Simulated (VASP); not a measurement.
# FeGe (CsCl type) (Pm-3m) in VASP: further runs

Runs on FeGe (CsCl type). Level: PBE. Tasks: single point.

All numbers are computed with VASP 6.6.1; they aren't measurements. Logs are shortened: lines on timing, memory, paths and dates and some standing lists are left out, and cuts for length are marked.

## 1. The cell of the first run

It takes space group Pm-3m (No. 221, cubic). Conventional cell: a = 2.903 Å, b = 2.903 Å, c = 2.903 Å, α = 90.00°, β = 90.00°, γ = 90.00°. Fe (site symmetry m-3m) has 8 Ge at 2.51 Å and 6 Fe at 2.90 Å within 3.3 Å. Ge (site symmetry m-3m) has 8 Fe at 2.51 Å and 6 Ge at 2.90 Å within 3.3 Å.

## 2. Single point, PBE, collinear spin, ferromagnetic start

Contents of INCAR:

```
PREC = Accurate
ENCUT = 520
EDIFF = 1E-7
ISMEAR = -1
SIGMA = 0.05
LREAL = F
LASPH = T
NELM = 150
ALGO = Normal
ISIF = 2
LWAVE = F
LCHARG = T
ISPIN = 2
MAGMOM = 2.5 0
LORBIT = 11
LMAXMIX = 4
GGA = PE
LELF = T
LVHAR = T
NBANDS = 22
```

Contents of KPOINTS:

```
Automatic mesh
0
Gamma
  14 14 14
```

Contents of POSCAR:

```
FeGe
1.0
    2.9028030617      0.0000000000      0.0000000000
    0.0000000000      2.9028030617      0.0000000000
    0.0000000000      0.0000000000      2.9028030617
Fe Ge
1 1
Direct
    0.0000000000      0.0000000000      0.0000000000
    0.5000000000      0.5000000000      0.5000000000
```

Potentials or basis: VASP PAW PBE potentials, release 64 (Fe, Ge_d).

Run with:

```
cat potpaw_PBE.64/Fe/POTCAR potpaw_PBE.64/Ge_d/POTCAR > POTCAR
mpirun -np 1 vasp_std > vasp.out
```

OUTCAR:

```text
PREC = Accurate
   ENCUT = 520
   EDIFF = 1E-7
   ISMEAR = -1
   LREAL = F
   LASPH = T
   NELM = 150
   ISIF = 2
   ISPIN = 2
   LORBIT = 11
   GGA = PE

 ion  position               nearest neighbor table
   1  0.000  0.000  0.000-   2 2.51   2 2.51   2 2.51   2 2.51   2 2.51   2 2.51   2 2.51   2 2.51

   2  0.500  0.500  0.500-   1 2.51   1 2.51   1 2.51   1 2.51   1 2.51   1 2.51   1 2.51   1 2.51

  LATTYP: Found a simple cubic cell.
 ALAT       =     2.9028030617

  Lattice vectors:

 A1 = (   2.9028030617,   0.0000000000,   0.0000000000)
 A2 = (   0.0000000000,   2.9028030617,   0.0000000000)
 A3 = (   0.0000000000,   0.0000000000,   2.9028030617)

Analysis of symmetry for initial positions (statically):
=====================================================================
 Subroutine PRICEL returns:
 Original cell was already a primitive cell.

 Routine SETGRP: Setting up the symmetry group for a
 simple cubic supercell.

 Subroutine GETGRP returns: Found 48 space group operations
 (whereof 48 operations were pure point group operations)
 out of a pool of 48 trial point group operations.

The static configuration has the point symmetry O_h .

Analysis of symmetry for dynamics (positions and initial velocities):
=====================================================================
 Subroutine PRICEL returns:
 Original cell was already a primitive cell.

 Routine SETGRP: Setting up the symmetry group for a
 simple cubic supercell.

 Subroutine GETGRP returns: Found 48 space group operations
 (whereof 48 operations were pure point group operations)
 out of a pool of 48 trial point group operations.

The dynamic configuration has the point symmetry O_h .

Analysis of structural, dynamic, and magnetic symmetry:
=====================================================================
 Subroutine PRICEL returns:
 Original cell was already a primitive cell.

 Routine SETGRP: Setting up the symmetry group for a
 simple cubic supercell.

 Subroutine GETGRP returns: Found 48 space group operations
 (whereof 48 operations were pure point group operations)
 out of a pool of 48 trial point group operations.

The overall configuration has the point symmetry O_h .

 Subroutine INISYM returns: Found 48 space group operations
 (whereof 48 operations are pure point group operations),
 and found     1 'primitive' translations

----------------------------------------------------------------------------------------

                                     Primitive cell

  volume of cell :      24.4598

  direct lattice vectors                    reciprocal lattice vectors
     2.902803062  0.000000000  0.000000000     0.344494607  0.000000000  0.000000000
     0.000000000  2.902803062  0.000000000     0.000000000  0.344494607  0.000000000
     0.000000000  0.000000000  2.902803062     0.000000000  0.000000000  0.344494607

  length of vectors
     2.902803062  2.902803062  2.902803062     0.344494607  0.344494607  0.344494607

  position of ions in fractional coordinates (direct lattice)
     0.000000000  0.000000000  0.000000000
     0.500000000  0.500000000  0.500000000

  ion indices of the primitive-cell ions
   primitive index   ion index
                 1           1
                 2           2

----------------------------------------------------------------------------------------

 KPOINTS: Automatic mesh

Automatic generation of k-mesh.
 Grid dimensions read from file:
 generate k-points for:   14   14   14

 Generating k-lattice:

  Cartesian coordinates                     Fractional coordinates (reciprocal lattice)
     0.024606758  0.000000000  0.000000000     0.071428571  0.000000000  0.000000000
     0.000000000  0.024606758  0.000000000     0.000000000  0.071428571  0.000000000
     0.000000000  0.000000000  0.024606758     0.000000000  0.000000000  0.071428571

  Length of vectors
     0.024606758  0.024606758  0.024606758

  Shift w.r.t. Gamma in fractional coordinates (k-lattice)
     0.000000000  0.000000000  0.000000000

 Subroutine IBZKPT returns following result:
 ===========================================

 Found    120 irreducible k-points:

 Following reciprocal coordinates:
            Coordinates               Weight
  0.000000  0.000000  0.000000      1.000000
  0.071429  0.000000  0.000000      6.000000
  0.142857  0.000000  0.000000      6.000000
  0.214286  0.000000  0.000000      6.000000
  0.285714  0.000000  0.000000      6.000000
  0.357143  0.000000  0.000000      6.000000
[... 16 lines left out ...]
  0.285714  0.214286  0.000000     24.000000
  0.357143  0.214286  0.000000     24.000000
 [... further k-points ...]
   k-points           NKPTS =    120   k-points in BZ     NKDIM =    120   number of bands    NBANDS=     22
   number of dos      NEDOS =    301   number of ions     NIONS =      2
   total plane-waves  NPLWV =  13824
   dimension x,y,z NGX =    24 NGY =   24 NGZ =   24
   dimension x,y,z NGXF=    48 NGYF=   48 NGZF=   48
   ions per type =               1   1
   NGX,Y,Z   is equivalent  to a cutoff of  13.74, 13.74, 13.74 a.u.
   NGXF,Y,Z  is equivalent  to a cutoff of  27.49, 27.49, 27.49 a.u.
 SYSTEM =  unknown system
   PREC   = accura    normal or accurate (medium, high low for compatibility)
   ISTART =      0    job   : 0-new  1-cont  2-samecut
   ICHARG =      2    charge: 1-file 2-atom 10-const
   ISPIN  =      2    spin polarized calculation?
   LNONCOLLINEAR =      F non collinear calculations
   LSORBIT =      F    spin-orbit coupling
   LASPH  =      T    aspherical Exc in radial PAW
   ENCUT  =  520.0 eV  38.22 Ry    6.18 a.u.   5.40  5.40  5.40*2*pi/ulx,y,z
   NELM   =    150;   NELMIN=  2; NELMDL= -5     # of ELM steps
   EDIFF  = 0.1E-06   stopping-criterion for ELM
   LREAL  =      F    real-space projection
   EDIFFG = 0.1E-05   stopping-criterion for IOM
   NSW    =      0    number of steps for IOM
   IBRION =     -1    ionic relax: 0-MD 1-quasi-New 2-CG
   NFREE  =      0    steps in history (QN), initial steepest desc. (CG)
   ISIF   =      2    stress and relaxation
   ISYM   =      2    0-nonsym 1-usesym 2-fastsym
   POTIM  = 0.5000    time-step for ionic-motion
   TEBEG  =    0.0;   TEEND  =   0.0 temperature during run
   PSTRESS=    0.0 pullay stress
   NELECT =      22.0000    total number of electrons
   NUPDOWN=      -1.0000    fix difference up-down
   EMIN   =  10.00;   EMAX   =-10.00  energy-range for DOS
   EFERMI =   0.00;   METHOD = LEGACY
   ISMEAR =    -1;   SIGMA  =   0.05  broadening in eV -4-tet -1-fermi 0-gaus
   EFERMI_NEDOS =   21; number of points for ismear=-14 and -15
   IALGO  =     38    algorithm
   IMIX   =      4    mixing-type and parameters
     AMIX     =   0.40;   BMIX     =  1.00
     AMIX_MAG =   1.60;   BMIX_MAG =  1.00
  volume/ion in A,a.u.               =      12.23        82.53
  Fermi-wavevector in a.u.,A,eV,Ry     =   1.580271  2.986279 33.977223  2.497255
  Thomas-Fermi vector in A             =   2.680524
   LORBIT       =     11    0 simple, 1 ext, 2 COOP (PROOUT), +10 PAW based schemes
   GGA     = PE    functional components
   LHFCALC =     F    Hartree Fock is set to
   AEXX    =    0.0000 exact exchange contribution
   IVDW    =     0    specifies the selected vdW correction
   LEPSILON=     F    determine dielectric tensor
   LRPA    =     F    only Hartree local field effects (RPA)
 spin polarized calculation
  energy-cutoff  :      520.00
  volume of cell :       24.46
 maximum number of plane-waves:       691
 NGX is ok and might be reduce to    24
   NGX = 11   NGY = 11   NGZ = 11

 number of electron      22.0000011 magnetization       0.0000609

 number of electron      22.0000011 magnetization      -0.0002100

 Free energy of the ion-electron system (eV)
  ---------------------------------------------------
  ext. energy  EPLUGINS =         0.00000000
  ---------------------------------------------------
  free energy    TOTEN  =       -12.74585930 eV

  energy without entropy =      -12.74195706  energy(sigma->0) =      -12.74390818

 E-fermi :   8.8331     XC(G=0): -13.2010

 val. band max:        8.8325146574   @ k =   0.5000   0.5000   0.4286
 cond. band min:       8.9064334138   @ k =   0.5000   0.4286   0.4286
 fundamental gap:      0.0739187564
 Fermi energy:         8.8331435993

 spin component 1

 k-point     1 :       0.0000    0.0000    0.0000
  band No.  band energies     occupation
      1     -16.1155      1.00000
      2     -16.1155      1.00000
      3     -15.9899      1.00000
      4     -15.9899      1.00000
      5     -15.9899      1.00000
      6      -4.9604      1.00000
[... 14 lines left out ...]
     21      31.8430      0.00000
     22      31.8430      0.00000
[... 552 lines left out ...]
  band No.  band energies     occupation
      1     -16.0779      1.00000
      2     -16.0420      1.00000
      3     -16.0198      1.00000
      4     -16.0017      1.00000
      5     -15.9955      1.00000
      6      -2.1044      1.00000
[... 14 lines left out ...]
     21      29.1303      0.00000
     22      30.6520      0.00000

 [... further k-points ...]

 spin component 2

 k-point     1 :       0.0000    0.0000    0.0000
  band No.  band energies     occupation
      1     -16.1154      1.00000
      2     -16.1154      1.00000
      3     -15.9899      1.00000
      4     -15.9899      1.00000
      5     -15.9899      1.00000
      6      -4.9604      1.00000
[... 14 lines left out ...]
     21      31.8430      0.00000
     22      31.8430      0.00000
[... 552 lines left out ...]
  band No.  band energies     occupation
      1     -16.0779      1.00000
      2     -16.0420      1.00000
      3     -16.0198      1.00000
      4     -16.0017      1.00000
      5     -15.9955      1.00000
      6      -2.1044      1.00000
[... 14 lines left out ...]
     21      29.1303      0.00000
     22      30.6520      0.00000

 [... further k-points ...]

------------------------ aborting loop because EDIFF is reached ----------------------------------------

  FORCE on cell =-STRESS in cart. coord.  units (eV):
  Direction    XX          YY          ZZ          XY          YZ          ZX
  --------------------------------------------------------------------------------------
  -------------------------------------------------------------------------------------
  Total       -0.2475954     -0.2475954     -0.2475954     -0.0000000     -0.0000000      0.0000000
  in kB      -16.2181167    -16.2181167    -16.2181167     -0.0000000     -0.0000000      0.0000000
  external PRESSURE =     -16.2181167 kB  Pullay stress =       0.0000000 kB

 VOLUME and BASIS-vectors are now :
 -----------------------------------------------------------------------------
  energy-cutoff  :      520.00
  volume of cell :       24.46
      direct lattice vectors                 reciprocal lattice vectors
     2.902803062  0.000000000  0.000000000     0.344494607  0.000000000  0.000000000
     0.000000000  2.902803062  0.000000000     0.000000000  0.344494607  0.000000000
     0.000000000  0.000000000  2.902803062     0.000000000  0.000000000  0.344494607

 POSITION                                       TOTAL-FORCE (eV/Angst)
 -----------------------------------------------------------------------------------
      0.00000      0.00000      0.00000         0.000000      0.000000      0.000000
      1.45140      1.45140      1.45140         0.000000      0.000000      0.000000
 -----------------------------------------------------------------------------------
    total drift:                                0.000000      0.000000     -0.000000

  FREE ENERGIE OF THE ION-ELECTRON SYSTEM (eV)
  ---------------------------------------------------
  free  energy   TOTEN  =       -12.7458592984 eV

  energy  without entropy=      -12.7419570646  energy(sigma->0) =      -12.74390818

 total charge

# of ion       s       p       d       tot
------------------------------------------
    1        0.377   0.475   6.544   7.395
    2        1.105   1.215  10.137  12.458
--------------------------------------------------
tot          1.482   1.690  16.681  19.853

 magnetization (x)

# of ion       s       p       d       tot
------------------------------------------
    1        0.000   0.000  -0.000  -0.000
    2        0.000   0.000   0.000   0.000
--------------------------------------------------
tot          0.000   0.000  -0.000  -0.000
```

Wall time 3.6 min (1 thread of Intel Xeon 8259CL, shared host); peak memory 0.23 GiB.

Results:

```yaml
Free_energy: -12.7459 eV
Pressure: -1.6 GPa
Band_gap_on_the_k_mesh: zero (filled and empty bands overlap)
Net_moment: 0.00 μB per cell
Valence_electrons_inside_the_program's_atomic_spheres: Fe 7.39; Ge 12.46
```

Caveat: the moments typed at the start vanished in this run.

## 3. Single point, PBE, collinear spin, ferromagnetic start

Contents of INCAR:

```
SYSTEM = FeGe
PREC = Accurate ; ENCUT = 520
EDIFF = 1E-7 ; ISMEAR = -1
SIGMA = 0.05 ; LREAL = .FALSE.
LASPH = .TRUE. ; NELM = 150
ALGO = Normal ; ISIF = 2
LWAVE = .FALSE. ; LCHARG = .TRUE.
ISPIN = 2 ; MAGMOM = 2.5 0
LORBIT = 11 ; LMAXMIX = 4
GGA = PE ; LELF = .TRUE.
LVHAR = .TRUE. ; NBANDS = 22
```

Contents of KPOINTS:

```
regular mesh
0
G
  14 14 14
  0 0 0
```

POSCAR is that of step 2.

Potentials or basis: VASP PAW PBE potentials, release 64 (Fe, Ge_d).

Run with:

```
cat potpaw_PBE.64/Fe/POTCAR potpaw_PBE.64/Ge_d/POTCAR > POTCAR
mpirun -np 1 vasp_std > vasp.out
```

Wall time 3.6 min (1 thread of Intel Xeon 8259CL, shared host); peak memory 0.22 GiB.

Results (log left out):

- Free energy: -12.7459 eV
- Pressure: -1.6 GPa
- Band gap on the k mesh: zero (filled and empty bands overlap)
- Net moment: 0.00 μB per cell
- Valence electrons inside the program's atomic spheres: Fe 7.39; Ge 12.46

Levels at points of the mesh, in eV from the Fermi level:
Spin up:
| k point | band 9 | band 10 | band 11 | band 12 | band 13 | band 14 |
| --- | --- | --- | --- | --- | --- | --- |
| (0.00, 0.00, 0.00) | -0.45 | -0.45 | -0.45 | 3.04 | 3.04 | 3.04 |
| (0.50, 0.00, 0.00) | -1.84 | -1.84 | -0.39 | 0.42 | 7.96 | 7.96 |
| (0.50, 0.50, 0.00) | -2.70 | -1.11 | -1.11 | 0.19 | 1.45 | 3.01 |
| (0.50, 0.50, 0.50) | -3.70 | 0.23 | 0.23 | 2.88 | 2.88 | 2.88 |
Spin down:
```tsv
k point	band 9	band 10	band 11	band 12	band 13	band 14
(0.00, 0.00, 0.00)	-0.45	-0.45	-0.45	3.04	3.04	3.04
(0.50, 0.00, 0.00)	-1.84	-1.84	-0.39	0.42	7.96	7.96
(0.50, 0.50, 0.00)	-2.70	-1.11	-1.11	0.19	1.45	3.01
(0.50, 0.50, 0.50)	-3.70	0.23	0.23	2.88	2.88	2.88
```

Caveat: the moments typed at the start vanished in this run.

The gap in the log of VASP goes by the Fermi energy; the results here count the filled bands.